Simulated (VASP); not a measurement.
# KCl (I4/mmm) in VASP: further runs

Aim: see how the results for KCl move with the level of theory and the settings. Levels: PBE, r2SCAN. Tasks: single point.

Program: VASP 6.6.1. These are calculated values, not measurements. Logs are shortened: lines on timing, memory, paths and dates and some standing lists are left out, and cuts for length are marked.

### Step 1. The cell of the first run

Symmetry: I4/mmm, No. 139, tetragonal system. Conventional cell: a = 4.447 Å, b = 4.447 Å, c = 6.176 Å, α = 90.00°, β = 90.00°, γ = 90.00°. K (site symmetry 4/mmm) has 6 Cl at 3.09 to 3.14 Å within 4.1 Å. Cl (site symmetry 4/mmm) has 6 K at 3.09 to 3.14 Å within 4.1 Å.

### Step 2. Single point, PBE (uniaxial x strain -1.8%)

The input, INCAR:

```
SYSTEM = KCl
ALGO = Normal ; EDIFF = 1E-6
ENCUT = 520 ; GGA = PE
ISIF = 2 ; ISMEAR = -1
LASPH = .True. ; LCHARG = .True.
LELF = .True. ; LREAL = .False.
LVHAR = .True. ; LWAVE = .False.
NBANDS = 15 ; NELM = 60
PREC = Accurate ; SIGMA = 0.02
```

The input, KPOINTS:

```
k-points
0
Gamma
  8 8 8
  0 0 0
```

The input, POSCAR:

```
KCl
1.0
    0.0000000000      3.1448483221      3.1448483221
    3.0879265675      0.0000000000      3.1448483221
    3.0879265675      3.1448483221      0.0000000000
K Cl
1 1
Direct
    0.0000000000      0.0000000000      0.0000000000
    0.5000000000      0.5000000000      0.5000000000
```

Potentials or basis: VASP PAW PBE potentials, release 64 (K_sv, Cl).

Launch:

```bash
$ cat potpaw_PBE.64/K_sv/POTCAR potpaw_PBE.64/Cl/POTCAR > POTCAR
$ mpirun -np 1 vasp_std > vasp.out
```

OUTCAR:

```text
SYSTEM = KCl
   EDIFF = 1E-6
   ENCUT = 520
   GGA = PE
   ISIF = 2
   ISMEAR = -1
   LASPH = .True.
   LREAL = .False.
   NELM = 60
   PREC = Accurate

 ion  position               nearest neighbor table
   1  0.000  0.000  0.000-   2 3.09   2 3.09   2 3.14   2 3.14   2 3.14   2 3.14
   2  0.500  0.500  0.500-   1 3.09   1 3.09   1 3.14   1 3.14   1 3.14   1 3.14

  LATTYP: Found a body centered tetragonal cell.
 ALAT       =     4.4474871487
 C/A-ratio  =     1.3886162969

  Lattice vectors:

 A1 = (  -3.0879265675,   0.0000000000,  -3.1448483221)
 A2 = (  -3.0879265675,   0.0000000000,   3.1448483221)
 A3 = (   3.0879265675,   3.1448483221,   0.0000000000)

Analysis of symmetry for initial positions (statically):
=====================================================================
 Subroutine PRICEL returns:
 Original cell was already a primitive cell.

 Routine SETGRP: Setting up the symmetry group for a
 body centered tetragonal supercell.

 Subroutine GETGRP returns: Found 16 space group operations
 (whereof 16 operations were pure point group operations)
 out of a pool of 16 trial point group operations.

The static configuration has the point symmetry D_4h.

Analysis of symmetry for dynamics (positions and initial velocities):
=====================================================================
 Subroutine PRICEL returns:
 Original cell was already a primitive cell.

 Routine SETGRP: Setting up the symmetry group for a
 body centered tetragonal supercell.

 Subroutine GETGRP returns: Found 16 space group operations
 (whereof 16 operations were pure point group operations)
 out of a pool of 16 trial point group operations.

The dynamic configuration has the point symmetry D_4h.

 Subroutine INISYM returns: Found 16 space group operations
 (whereof 16 operations are pure point group operations),
 and found     1 'primitive' translations

----------------------------------------------------------------------------------------

                                     Primitive cell

  volume of cell :      61.0796

  direct lattice vectors                    reciprocal lattice vectors
     0.000000000  3.144848322  3.144848322    -0.161920949  0.158990180  0.158990180
     3.087926567  0.000000000  3.144848322     0.161920949 -0.158990180  0.158990180
     3.087926567  3.144848322  0.000000000     0.161920949  0.158990180 -0.158990180

  length of vectors
     4.447487149  4.407421180  4.407421180     0.277081483  0.277081483  0.277081483

  position of ions in fractional coordinates (direct lattice)
     0.000000000  0.000000000  0.000000000
     0.500000000  0.500000000  0.500000000

  ion indices of the primitive-cell ions
   primitive index   ion index
                 1           1
                 2           2

----------------------------------------------------------------------------------------

 KPOINTS: k-points

Automatic generation of k-mesh.
 Grid dimensions read from file:
 generate k-points for:    8    8    8

 Generating k-lattice:

  Cartesian coordinates                     Fractional coordinates (reciprocal lattice)
    -0.020240119  0.019873772  0.019873772     0.125000000  0.000000000  0.000000000
     0.020240119 -0.019873772  0.019873772     0.000000000  0.125000000  0.000000000
     0.020240119  0.019873772 -0.019873772     0.000000000  0.000000000  0.125000000

  Length of vectors
     0.034635185  0.034635185  0.034635185

  Shift w.r.t. Gamma in fractional coordinates (k-lattice)
     0.000000000  0.000000000  0.000000000

 Subroutine IBZKPT returns following result:
 ===========================================

 Found     59 irreducible k-points:

 Following reciprocal coordinates:
            Coordinates               Weight
  0.000000  0.000000  0.000000      1.000000
  0.125000  0.000000  0.000000      8.000000
  0.250000  0.000000  0.000000      8.000000
  0.375000 -0.000000 -0.000000      8.000000
  0.500000  0.000000  0.000000      4.000000
  0.125000  0.125000  0.000000      4.000000
[... 16 lines left out ...]
  0.250000  0.125000  0.125000      4.000000
  0.375000  0.125000  0.125000      8.000000
 [... further k-points ...]
   k-points           NKPTS =     59   k-points in BZ     NKDIM =     59   number of bands    NBANDS=     15
   number of dos      NEDOS =    301   number of ions     NIONS =      2
   total plane-waves  NPLWV =  46656
   dimension x,y,z NGX =    36 NGY =   36 NGZ =   36
   dimension x,y,z NGXF=    72 NGYF=   72 NGZF=   72
   ions per type =               1   1
   NGX,Y,Z   is equivalent  to a cutoff of  13.46, 13.58, 13.58 a.u.
   NGXF,Y,Z  is equivalent  to a cutoff of  26.91, 27.16, 27.16 a.u.
 SYSTEM =  KCl
   PREC   = accura    normal or accurate (medium, high low for compatibility)
   ISTART =      0    job   : 0-new  1-cont  2-samecut
   ICHARG =      2    charge: 1-file 2-atom 10-const
   ISPIN  =      1    spin polarized calculation?
   LNONCOLLINEAR =      F non collinear calculations
   LSORBIT =      F    spin-orbit coupling
   LASPH  =      T    aspherical Exc in radial PAW
   ENCUT  =  520.0 eV  38.22 Ry    6.18 a.u.   8.27  8.19  8.19*2*pi/ulx,y,z
   NELM   =     60;   NELMIN=  2; NELMDL= -5     # of ELM steps
   EDIFF  = 0.1E-05   stopping-criterion for ELM
   LREAL  =      F    real-space projection
   EDIFFG = 0.1E-04   stopping-criterion for IOM
   NSW    =      0    number of steps for IOM
   IBRION =     -1    ionic relax: 0-MD 1-quasi-New 2-CG
   NFREE  =      0    steps in history (QN), initial steepest desc. (CG)
   ISIF   =      2    stress and relaxation
   ISYM   =      2    0-nonsym 1-usesym 2-fastsym
   POTIM  = 0.5000    time-step for ionic-motion
   TEBEG  =    0.0;   TEEND  =   0.0 temperature during run
   PSTRESS=    0.0 pullay stress
   NELECT =      16.0000    total number of electrons
   NUPDOWN=      -1.0000    fix difference up-down
   EMIN   =  10.00;   EMAX   =-10.00  energy-range for DOS
   EFERMI =   0.00;   METHOD = LEGACY
   ISMEAR =    -1;   SIGMA  =   0.02  broadening in eV -4-tet -1-fermi 0-gaus
   EFERMI_NEDOS =   21; number of points for ismear=-14 and -15
   IALGO  =     38    algorithm
   IMIX   =      4    mixing-type and parameters
     AMIX     =   0.40;   BMIX     =  1.00
     AMIX_MAG =   1.60;   BMIX_MAG =  1.00
  volume/ion in A,a.u.               =      30.54       206.09
  Fermi-wavevector in a.u.,A,eV,Ry     =   1.047489  1.979467 14.928757  1.097233
  Thomas-Fermi vector in A             =   2.182371
   LORBIT       =      0    0 simple, 1 ext, 2 COOP (PROOUT), +10 PAW based schemes
   GGA     = PE    functional components
   LHFCALC =     F    Hartree Fock is set to
   AEXX    =    0.0000 exact exchange contribution
   IVDW    =     0    specifies the selected vdW correction
   LEPSILON=     F    determine dielectric tensor
   LRPA    =     F    only Hartree local field effects (RPA)
 non-spin polarized calculation
  energy-cutoff  :      520.00
  volume of cell :       61.08
 maximum number of plane-waves:      1668
 NGX is ok and might be reduce to    36
   NGX = 17   NGY = 17   NGZ = 17

 number of electron      16.0000002 magnetization

 Free energy of the ion-electron system (eV)
  ---------------------------------------------------
  ext. energy  EPLUGINS =         0.00000000
  ---------------------------------------------------
  free energy    TOTEN  =        -6.79418200 eV

  energy without entropy =       -6.79418200  energy(sigma->0) =       -6.79418200

 E-fermi :  -1.3402     XC(G=0):  -7.6200

 val. band max:       -1.7521705277   @ k =   0.0000   0.0000   0.0000
 cond. band min:       3.4927637526   @ k =   0.0000   0.0000   0.0000
 fundamental gap:      5.2449342803
 Fermi energy:        -1.3401759628

 k-point     1 :       0.0000    0.0000    0.0000
  band No.  band energies     occupation
      1     -28.9114      2.00000
      2     -13.9028      2.00000
      3     -12.3730      2.00000
      4     -12.3727      2.00000
      5     -12.3727      2.00000
      6      -1.7666      2.00000
      7      -1.7666      2.00000
      8      -1.7522      2.00000
      9       3.4928      0.00000
     10       6.5910      0.00000
     11       6.5910      0.00000
     12       6.7082      0.00000
     13       7.4724      0.00000
     14       7.5638      0.00000
     15      11.2933      0.00000

 k-point     2 :       0.1250    0.0000    0.0000
  band No.  band energies     occupation
      1     -28.9097      2.00000
      2     -13.9351      2.00000
      3     -12.3746      2.00000
      4     -12.3739      2.00000
      5     -12.3321      2.00000
      6      -1.9583      2.00000
      7      -1.8191      2.00000
      8      -1.8110      2.00000
      9       3.8739      0.00000
     10       6.5095      0.00000
     11       6.7932      0.00000
     12       6.8712      0.00000
     13       7.6893      0.00000
     14       7.7870      0.00000
     15      11.8819      0.00000

 k-point     3 :       0.2500    0.0000    0.0000
  band No.  band energies     occupation
      1     -28.9055      2.00000
      2     -14.0072      2.00000
      3     -12.3792      2.00000
      4     -12.3764      2.00000
      5     -12.2393      2.00000
      6      -2.3683      2.00000
      7      -1.9411      2.00000
      8      -1.9364      2.00000
      9       4.7668      0.00000
     10       6.4307      0.00000
     11       7.3670      0.00000
     12       7.4274      0.00000
     13       8.2869      0.00000
     14       8.4018      0.00000
     15      11.9682      0.00000

 k-point     4 :       0.3750   -0.0000   -0.0000
  band No.  band energies     occupation
      1     -28.9013      2.00000
      2     -14.0727      2.00000
      3     -12.3837      2.00000
      4     -12.3789      2.00000
      5     -12.1525      2.00000
      6      -2.7184      2.00000
      7      -2.0568      2.00000
      8      -2.0554      2.00000
      9       5.5971      0.00000
     10       6.6702      0.00000
     11       8.2086      0.00000
     12       8.2512      0.00000
     13       9.0783      0.00000
     14       9.2196      0.00000
     15      10.9010      0.00000
[... 307 lines left out ...]
 k-point    22 :       0.0000    0.1250    0.1250
  band No.  band energies     occupation
      1     -28.9090      2.00000
      2     -13.9454      2.00000
      3     -12.3819      2.00000
      4     -12.3819      2.00000
      5     -12.3059      2.00000
      6      -2.0454      2.00000
      7      -1.8131      2.00000
      8      -1.8131      2.00000
      9       3.9648      0.00000
     10       6.2606      0.00000
     11       7.0171      0.00000
     12       7.0171      0.00000
     13       7.6037      0.00000
     14       8.0490      0.00000
     15      12.0889      0.00000

 k-point    23 :       0.2500    0.1250    0.1250
  band No.  band energies     occupation
      1     -28.9072      2.00000
      2     -13.9643      2.00000
      3     -12.3917      2.00000
      4     -12.3728      2.00000
      5     -12.2870      2.00000
      6      -2.1985      2.00000
      7      -1.9075      2.00000
      8      -1.8446      2.00000
      9       4.4082      0.00000
     10       6.2888      0.00000
     11       6.9692      0.00000
     12       7.4683      0.00000
     13       7.9296      0.00000
     14       8.1754      0.00000
     15      12.5348      0.00000

 k-point    24 :       0.3750    0.1250    0.1250
  band No.  band energies     occupation
      1     -28.9031      2.00000
      2     -14.0128      2.00000
      3     -12.4040      2.00000
      4     -12.3774      2.00000
      5     -12.2210      2.00000
      6      -2.5079      2.00000
      7      -2.0216      2.00000
      8      -1.9693      2.00000
      9       5.2815      0.00000
     10       6.3126      0.00000
     11       7.5189      0.00000
     12       8.2082      0.00000
     13       8.3584      0.00000
     14       8.9563      0.00000
     15      10.9961      0.00000

 [... further k-points ...]

------------------------ aborting loop because EDIFF is reached ----------------------------------------

  FORCE on cell =-STRESS in cart. coord.  units (eV):
  Direction    XX          YY          ZZ          XY          YZ          ZX
  --------------------------------------------------------------------------------------
  -------------------------------------------------------------------------------------
  Total        0.6692871      0.3625371      0.3625371     -0.0000000      0.0000000      0.0000000
  in kB       17.5560439      9.5096957      9.5096957     -0.0000000      0.0000000      0.0000000
  external PRESSURE =      12.1918118 kB  Pullay stress =       0.0000000 kB

 VOLUME and BASIS-vectors are now :
 -----------------------------------------------------------------------------
  energy-cutoff  :      520.00
  volume of cell :       61.08
      direct lattice vectors                 reciprocal lattice vectors
     0.000000000  3.144848322  3.144848322    -0.161920949  0.158990180  0.158990180
     3.087926567  0.000000000  3.144848322     0.161920949 -0.158990180  0.158990180
     3.087926567  3.144848322  0.000000000     0.161920949  0.158990180 -0.158990180

 POSITION                                       TOTAL-FORCE (eV/Angst)
 -----------------------------------------------------------------------------------
      0.00000      0.00000      0.00000         0.000000     -0.000000      0.000000
      3.08793      3.14485      3.14485         0.000000      0.000000     -0.000000
 -----------------------------------------------------------------------------------
    total drift:                                0.000000      0.000000      0.000000

  FREE ENERGIE OF THE ION-ELECTRON SYSTEM (eV)
  ---------------------------------------------------
  free  energy   TOTEN  =        -6.7941820030 eV

  energy  without entropy=       -6.7941820030  energy(sigma->0) =       -6.79418200
```

It took 1.7 min on 1 thread of AMD EPYC 7R13 (Zen 3), shared host; peak memory 0.19 GiB.

Results:

```yaml
Free_energy: -6.7942 eV
Pressure: 1.2 GPa
Band_gap_on_the_k_mesh: 5.25 eV, direct
```

Caveat: the cell differs from its parent crystal (uniaxial x strain -1.8%). A k mesh can miss the band edges.

### Step 3. Single point, r2SCAN (biaxial xy strain -1.6%)

The input, POSCAR:

```
KCl
1.0
    0.0000000000      3.0939017793      3.1448483221
    3.0939017793      0.0000000000      3.1448483221
    3.0939017793      3.0939017793      0.0000000000
K Cl
1 1
Direct
    0.0000000000      0.0000000000      0.0000000000
    0.5000000000      0.5000000000      0.5000000000
```

The input, INCAR.step1:

```
PREC = Accurate
ENCUT = 520
ISMEAR = 0
SIGMA = 0.01
LREAL = False
LASPH = True
NELM = 60
NBANDS = 15
GGA = PE
ALGO = Normal
EDIFF = 1E-4
LWAVE = True
LCHARG = False
```

The input, INCAR.step2:

```
PREC = Accurate
ENCUT = 520
EDIFF = 1E-7
ISMEAR = 0
SIGMA = 0.01
LREAL = False
LASPH = True
NELM = 60
ALGO = Normal
ISIF = 2
LWAVE = False
LCHARG = True
METAGGA = R2SCAN
LMIXTAU = True
LELF = True
LVHAR = True
NBANDS = 15
ISTART = 1
```

The input, KPOINTS:

```
regular mesh
0
Gamma
  8 8 8
```

Potentials or basis: VASP PAW PBE potentials, release 64 (K_sv, Cl).

Launch:

```bash
$ cat potpaw_PBE.64/K_sv/POTCAR potpaw_PBE.64/Cl/POTCAR > POTCAR
$ cp INCAR.step1 INCAR
$ mpirun -np 1 vasp_std > vasp.out
$ cp INCAR.step2 INCAR
$ mpirun -np 1 vasp_std > vasp.out
```

Wall time 8.9 min (1 thread of AMD EPYC 7R13 (Zen 3), shared host); peak memory 0.21 GiB.

The run converged. Its results:

```
Free energy            : -16.4999 eV
Pressure               : 0.7 GPa
Band gap on the k mesh : 5.95 eV, direct
```

Stress tensor (GPa, compression positive):
```
0.97 0.00 0.00
0.00 0.97 0.00
0.00 0.00 0.20
```

Levels at points of the mesh, in eV from the valence-band top:
| k point | band 5 | band 6 | band 7 | band 8 | band 9 | band 10 | band 11 | band 12 |
| --- | --- | --- | --- | --- | --- | --- | --- | --- |
| (0.00, 0.00, 0.00) | -10.88 | -0.01 | 0.00 | 0.00 | 5.95 | 8.97 | 9.08 | 9.08 |
| (0.50, 0.00, 0.00) | -10.64 | -1.11 | -0.36 | -0.35 | 8.23 | 9.37 | 11.42 | 11.44 |
| (0.50, 0.50, 0.00) | -10.94 | -0.72 | -0.22 | -0.22 | 7.01 | 9.37 | 10.84 | 11.14 |
| (0.50, 0.00, 0.50) | -10.94 | -0.69 | -0.25 | -0.24 | 6.99 | 9.37 | 10.93 | 11.19 |

Caveat: the cell differs from its parent crystal (biaxial xy strain -1.6%); the PAW data sets were made with another functional, which shifts forces and pressure a little. A k mesh can miss the band edges.

### Step 4. Single point, r2SCAN (uniaxial x strain -1.8%)

The input, POSCAR:

```
KCl
1.0
    0.0000000000      3.1448483221      3.1448483221
    3.0879265675      0.0000000000      3.1448483221
    3.0879265675      3.1448483221      0.0000000000
K Cl
1 1
Direct
    0.0000000000      0.0000000000      0.0000000000
    0.5000000000      0.5000000000      0.5000000000
```

The input, INCAR.step1:

```
  ALGO = Normal
  EDIFF = 1E-4
  ENCUT = 520
  GGA = PE
  ISMEAR = 0
  LASPH = True
  LCHARG = False
  LREAL = False
  LWAVE = True
  NBANDS = 15
  NELM = 80
  PREC = Accurate
  SIGMA = 0.01
```

The input, INCAR.step2:

```
  ALGO = Normal
  EDIFF = 1E-6
  ENCUT = 520
  ISIF = 2
  ISMEAR = 0
  ISTART = 1
  LASPH = True
  LCHARG = False
  LMIXTAU = True
  LREAL = False
  LWAVE = False
  METAGGA = R2SCAN
  NBANDS = 15
  NELM = 80
  PREC = Accurate
  SIGMA = 0.01
```

The input, KPOINTS:

```
k-points
0
Gamma
  8 8 8
```

Launch:

```bash
$ cat potpaw_PBE.64/K_sv/POTCAR potpaw_PBE.64/Cl/POTCAR > POTCAR
$ cp INCAR.step1 INCAR
$ mpirun -np 1 vasp_std > vasp.out
$ cp INCAR.step2 INCAR
$ mpirun -np 1 vasp_std > vasp.out
```

Wall time 11 min (1 thread of AMD EPYC 7R13 (Zen 3), shared host); peak memory 0.21 GiB.

Results (log left out):

```yaml
Free_energy: -16.5028 eV
Pressure: 0.4 GPa
Band_gap_on_the_k_mesh: 5.89 eV, direct
```

Stress tensor (GPa, compression positive):
```
0.97 0.00 0.00
0.00 0.11 0.00
0.00 0.00 0.11
```

Levels at points of the mesh, in eV from the valence-band top:
| k point | band 4 | band 5 | band 6 | band 7 | band 8 | band 9 | band 10 | band 11 | band 12 | band 13 |
| --- | --- | --- | --- | --- | --- | --- | --- | --- | --- | --- |
| (0.00, 0.00, 0.00) | -10.92 | -10.92 | -0.02 | -0.02 | 0.00 | 5.89 | 8.99 | 8.99 | 9.11 | 10.04 |
| (0.50, 0.00, 0.00) | -10.93 | -10.69 | -1.09 | -0.35 | -0.35 | 8.18 | 9.31 | 11.37 | 11.39 | 12.16 |
| (0.50, 0.50, 0.00) | -10.98 | -10.98 | -0.70 | -0.23 | -0.23 | 7.02 | 9.29 | 10.77 | 11.13 | 11.63 |
| (0.00, 0.50, 0.50) | -10.99 | -10.99 | -0.67 | -0.26 | -0.26 | 6.98 | 9.31 | 10.88 | 11.17 | 11.64 |

Caveat: the cell differs from its parent crystal (uniaxial x strain -1.8%); the PAW data sets were made with another functional, which shifts forces and pressure a little. A k mesh can miss the band edges.

### Step 5. Summary

| level | cell | smearing | gap on the mesh (eV) | pressure (GPa) |
| --- | --- | --- | --- | --- |
| PBE | a = 4.447, b = 4.407, c = 4.407 Å, angles 60.6, 59.7, 59.7°, 2 atoms | fermi-dirac 0.02 eV | 5.25 | 1.2 |
| r2SCAN | a = 4.412, b = 4.412, c = 4.375 Å, angles 60.3, 60.3, 59.5°, 2 atoms | gaussian 0.01 eV | 5.95 | 0.7 |
| r2SCAN | a = 4.447, b = 4.407, c = 4.407 Å, angles 60.6, 59.7, 59.7°, 2 atoms | gaussian 0.01 eV | 5.89 | 0.4 |

Alike in all rows: task single point; potentials or basis VASP PAW PBE potentials, release 64 (K_sv, Cl); no spin polarisation; k mesh 8 × 8 × 8; cutoff (eV) 520.

Caveats: the PAW data sets were made with another functional, which shifts forces and pressure a little (some runs).

Total energies depend on the potentials used, so only differences within one code and one set of settings carry meaning.
